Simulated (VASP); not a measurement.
# CdTe (I-4m2) in VASP: notebook

CdTe is run at these levels: PBE, r2SCAN; tasks: single point.

All numbers are computed with VASP 6.6.1; they aren't measurements. Logs are shortened: lines on timing, memory, paths and dates and some standing lists are left out, and cuts for length are marked.

## Step 1: The cell of the first run

It takes space group I-4m2 (No. 119, tetragonal). Conventional cell: a = 4.515 Å, b = 4.515 Å, c = 6.560 Å, α = 90.00°, β = 90.00°, γ = 90.00°. Cd (site symmetry -4m2) has 4 Te at 2.79 Å within 3.7 Å. Te (site symmetry -4m2) has 4 Cd at 2.79 Å within 3.7 Å.

## Step 2: Single point, PBE (biaxial xy strain -2.7%)

Input file INCAR:

```
PREC     = Accurate       # precision mode
ENCUT    = 520            # plane-wave cutoff, eV
EDIFF    = 1E-7           # SCF threshold, eV
ISMEAR   = -1             # smearing method
SIGMA    = 0.02           # smearing width, eV
LREAL    = F              # projectors in reciprocal space
LASPH    = T              # aspherical terms in the spheres
NELM     = 100            # most SCF steps
ALGO     = Normal         # electronic algorithm
ISIF     = 2              # what is computed and relaxed
LWAVE    = F              # write WAVECAR
LCHARG   = T              # write CHGCAR
GGA      = PE             # functional
LELF     = T              # ELF
LVHAR    = T            
NBANDS   = 16             # bands
```

Input file KPOINTS:

```
regular mesh
0
Gamma
  6 6 6
```

Input file POSCAR:

```
CdTe
1.0
    0.0000000000      3.1927083098      3.2799551159
    3.1927083098      0.0000000000      3.2799551159
    3.1927083098      3.1927083098      0.0000000000
Cd Te
1 1
Direct
    0.0000000000      0.0000000000      0.0000000000
    0.2500000000      0.2500000000      0.2500000000
```

Potentials or basis: VASP PAW PBE potentials, release 64 (Cd, Te).

Started as:

```
$ cat potpaw_PBE.64/Cd/POTCAR potpaw_PBE.64/Te/POTCAR > POTCAR
$ mpirun -np 1 vasp_std > vasp.out
```

OUTCAR:

```text
PREC = Accurate
   ENCUT = 520
   EDIFF = 1E-7
   ISMEAR = -1
   LREAL = F
   LASPH = T
   NELM = 100
   ISIF = 2
   GGA = PE

 ion  position               nearest neighbor table
   1  0.000  0.000  0.000-   2 2.79   2 2.79   2 2.79   2 2.79
   2  0.250  0.250  0.250-   1 2.79   1 2.79   1 2.79   1 2.79

  LATTYP: Found a body centered tetragonal cell.
 ALAT       =     4.5151713924
 C/A-ratio  =     1.4528596285

  Lattice vectors:

 A1 = (  -3.1927083098,   0.0000000000,   3.2799551159)
 A2 = (   3.1927083098,   0.0000000000,   3.2799551159)
 A3 = (   0.0000000000,   3.1927083098,  -3.2799551159)

Analysis of symmetry for initial positions (statically):
=====================================================================
 Subroutine PRICEL returns:
 Original cell was already a primitive cell.

 Routine SETGRP: Setting up the symmetry group for a
 body centered tetragonal supercell.

 Subroutine GETGRP returns: Found  8 space group operations
 (whereof  8 operations were pure point group operations)
 out of a pool of 16 trial point group operations.

The static configuration has the point symmetry D_2d.

Analysis of symmetry for dynamics (positions and initial velocities):
=====================================================================
 Subroutine PRICEL returns:
 Original cell was already a primitive cell.

 Routine SETGRP: Setting up the symmetry group for a
 body centered tetragonal supercell.

 Subroutine GETGRP returns: Found  8 space group operations
 (whereof  8 operations were pure point group operations)
 out of a pool of 16 trial point group operations.

The dynamic configuration has the point symmetry D_2d.

 Subroutine INISYM returns: Found  8 space group operations
 (whereof  8 operations are pure point group operations),
 and found     1 'primitive' translations

----------------------------------------------------------------------------------------

                                     Primitive cell

  volume of cell :      66.8677

  direct lattice vectors                    reciprocal lattice vectors
     0.000000000  3.192708310  3.279955116    -0.156606853  0.156606853  0.152441110
     3.192708310  0.000000000  3.279955116     0.156606853 -0.156606853  0.152441110
     3.192708310  3.192708310  0.000000000     0.156606853  0.156606853 -0.152441110

  length of vectors
     4.577279969  4.577279969  4.515171392     0.268867448  0.268867448  0.268867448
[... 74 lines left out ...]
   ICHARG =      2    charge: 1-file 2-atom 10-const
   ISPIN  =      1    spin polarized calculation?
   LNONCOLLINEAR =      F non collinear calculations
   LSORBIT =      F    spin-orbit coupling
   LASPH  =      T    aspherical Exc in radial PAW
   ENCUT  =  520.0 eV  38.22 Ry    6.18 a.u.   8.51  8.51  8.40*2*pi/ulx,y,z
   NELM   =    100;   NELMIN=  2; NELMDL= -5     # of ELM steps
   EDIFF  = 0.1E-06   stopping-criterion for ELM
   LREAL  =      F    real-space projection
   EDIFFG = 0.1E-05   stopping-criterion for IOM
   NSW    =      0    number of steps for IOM
   IBRION =     -1    ionic relax: 0-MD 1-quasi-New 2-CG
   NFREE  =      0    steps in history (QN), initial steepest desc. (CG)
   ISIF   =      2    stress and relaxation
   ISYM   =      2    0-nonsym 1-usesym 2-fastsym
   POTIM  = 0.5000    time-step for ionic-motion
   TEBEG  =    0.0;   TEEND  =   0.0 temperature during run
   PSTRESS=    0.0 pullay stress
   NELECT =      18.0000    total number of electrons
   NUPDOWN=      -1.0000    fix difference up-down
   EMIN   =  10.00;   EMAX   =-10.00  energy-range for DOS
   EFERMI =   0.00;   METHOD = LEGACY
   ISMEAR =    -1;   SIGMA  =   0.02  broadening in eV -4-tet -1-fermi 0-gaus
   EFERMI_NEDOS =   21; number of points for ismear=-14 and -15
   IALGO  =     38    algorithm
   IMIX   =      4    mixing-type and parameters
     AMIX     =   0.40;   BMIX     =  1.00
     AMIX_MAG =   1.60;   BMIX_MAG =  1.00
  volume/ion in A,a.u.               =      33.43       225.62
  Fermi-wavevector in a.u.,A,eV,Ry     =   1.057045  1.997526 15.202394  1.117344
  Thomas-Fermi vector in A             =   2.192303
   LORBIT       =      0    0 simple, 1 ext, 2 COOP (PROOUT), +10 PAW based schemes
   GGA     = PE    functional components
   LHFCALC =     F    Hartree Fock is set to
   AEXX    =    0.0000 exact exchange contribution
   IVDW    =     0    specifies the selected vdW correction
   LEPSILON=     F    determine dielectric tensor
   LRPA    =     F    only Hartree local field effects (RPA)
 non-spin polarized calculation
  energy-cutoff  :      520.00
  volume of cell :       66.87
 maximum number of plane-waves:      1849
 NGX is ok and might be reduce to    36
   NGX = 17   NGY = 17   NGZ = 17

 number of electron      17.9999996 magnetization

 Free energy of the ion-electron system (eV)
  ---------------------------------------------------
  ext. energy  EPLUGINS =         0.00000000
  ---------------------------------------------------
  free energy    TOTEN  =        -4.74517966 eV

  energy without entropy =       -4.74517966  energy(sigma->0) =       -4.74517966

 E-fermi :   2.9500     XC(G=0):  -8.6618

 val. band max:        2.5430506493   @ k =   0.0000   0.0000   0.0000
 cond. band min:       3.3332816733   @ k =   0.0000   0.0000   0.0000
 fundamental gap:      0.7902310240
 Fermi energy:         2.9499806236

 k-point     1 :       0.0000    0.0000    0.0000
  band No.  band energies     occupation
      1      -8.7616      2.00000
      2      -5.8447      2.00000
      3      -5.8377      2.00000
      4      -5.8377      2.00000
      5      -5.5693      2.00000
      6      -5.5647      2.00000
[... 433 lines left out ...]
      3      -5.6911      2.00000
      4      -5.6393      2.00000
      5      -5.5437      2.00000
      6      -5.0940      2.00000
[... 8 lines left out ...]
     15      13.1913      0.00000
     16      14.1235      0.00000

 [... further k-points ...]
[... 5 lines left out ...]
  --------------------------------------------------------------------------------------
  -------------------------------------------------------------------------------------
  Total        1.5487497      1.5487497      1.3830684      0.0000000      0.0000000      0.0000000
  in kB       37.1086743     37.1086743     33.1388837      0.0000000      0.0000000      0.0000000
  external PRESSURE =      35.7854108 kB  Pullay stress =       0.0000000 kB

 VOLUME and BASIS-vectors are now :
 -----------------------------------------------------------------------------
  energy-cutoff  :      520.00
  volume of cell :       66.87
      direct lattice vectors                 reciprocal lattice vectors
     0.000000000  3.192708310  3.279955116    -0.156606853  0.156606853  0.152441110
     3.192708310  0.000000000  3.279955116     0.156606853 -0.156606853  0.152441110
     3.192708310  3.192708310  0.000000000     0.156606853  0.156606853 -0.152441110

 POSITION                                       TOTAL-FORCE (eV/Angst)
 -----------------------------------------------------------------------------------
      0.00000      0.00000      0.00000        -0.000000     -0.000000     -0.000000
      1.59635      1.59635      1.63998         0.000000      0.000000      0.000000
 -----------------------------------------------------------------------------------
    total drift:                               -0.000000     -0.000000     -0.000001

  FREE ENERGIE OF THE ION-ELECTRON SYSTEM (eV)
  ---------------------------------------------------
  free  energy   TOTEN  =        -4.7451796587 eV

  energy  without entropy=       -4.7451796587  energy(sigma->0) =       -4.74517966
```

stdout:

```text
POSCAR found type information on POSCAR CdTe
 POSCAR found :  2 types and       2 ions
 scaLAPACK will be used
 LDA part: xc-table for (Slater+PW92), standard interpolation
 POSCAR, INCAR and KPOINTS ok, starting setup
 FFT: planning ... GRIDC
 FFT: planning ... GRID_SOFT
 FFT: planning ... GRID
 WAVECAR not read
 entering main loop
```

Run time: 31 s. Hardware: 1 thread of Intel Xeon 6975P-C (Granite Rapids), shared host; peak memory 0.21 GiB.

What came out:

* Free energy: -4.7452 eV
* Pressure: 3.6 GPa
* Band gap on the k mesh: 0.79 eV, direct

Levels at points of the mesh, in eV from the valence-band top:
```csv
k point,band 7,band 8,band 9,band 10,band 11,band 12
"(0.00, 0.00, 0.00)",-0.10,0.00,0.00,0.79,4.56,4.56
"(0.50, 0.00, 0.00)",-4.56,-0.90,-0.76,1.80,5.08,5.23
"(0.50, 0.50, 0.00)",-4.51,-1.88,-1.88,2.61,2.77,8.77
"(0.50, 0.00, 0.50)",-4.38,-2.02,-1.97,2.50,2.57,8.96
```

Caveat: the cell differs from its parent crystal (biaxial xy strain -2.7%); spin-orbit coupling is left out, which moves the levels of the heavy elements.

## Step 3: Single point, r2SCAN (biaxial xy strain -2.7%)

POSCAR is that of step 2.

Input file INCAR.step1:

```
PREC = Accurate
ENCUT = 520
ISMEAR = 0
SIGMA = 0.01
LREAL = False
LASPH = True
NELM = 100
NBANDS = 16
GGA = PE
ALGO = Normal
EDIFF = 1E-4
LWAVE = True
LCHARG = False
```

Input file INCAR.step2:

```
PREC = Accurate
ENCUT = 520
EDIFF = 1E-6
ISMEAR = 0
SIGMA = 0.01
LREAL = False
LASPH = True
NELM = 100
ALGO = Normal
ISIF = 2
LWAVE = False
LCHARG = True
METAGGA = R2SCAN
LMIXTAU = True
LELF = True
LVHAR = True
NBANDS = 16
ISTART = 1
```

KPOINTS is that of step 2.

Potentials or basis: VASP PAW PBE potentials, release 64 (Cd, Te).

Started as:

```
$ cat potpaw_PBE.64/Cd/POTCAR potpaw_PBE.64/Te/POTCAR > POTCAR
$ cp INCAR.step1 INCAR
$ mpirun -np 1 vasp_std > vasp.out
$ cp INCAR.step2 INCAR
$ mpirun -np 1 vasp_std > vasp.out
```

Wall time 94 s (1 thread of Intel Xeon 6975P-C (Granite Rapids), shared host); peak memory 0.22 GiB.

The run converged. Its results:

- Free energy: -46.6107 eV
- Pressure: 2.6 GPa
- Band gap on the k mesh: 1.30 eV, direct

Stress tensor (GPa, compression positive):
```
2.70 0.00 0.00
0.00 2.70 0.00
0.00 0.00 2.26
```

Levels at points of the mesh, in eV from the valence-band top:
```
           k point  band 7  band 8  band 9  band 10  band 11  band 12
(0.00, 0.00, 0.00)   -0.10    0.00    0.00     1.30     4.98     4.98
(0.50, 0.00, 0.00)   -4.64   -0.92   -0.78     2.21     5.47     5.63
(0.50, 0.50, 0.00)   -4.57   -1.92   -1.92     2.89     3.09     9.40
(0.50, 0.00, 0.50)   -4.43   -2.07   -2.02     2.77     2.88     9.60
```

Caveat: the cell differs from its parent crystal (biaxial xy strain -2.7%); the PAW data sets were made with another functional, which shifts forces and pressure a little; spin-orbit coupling is left out, which moves the levels of the heavy elements.
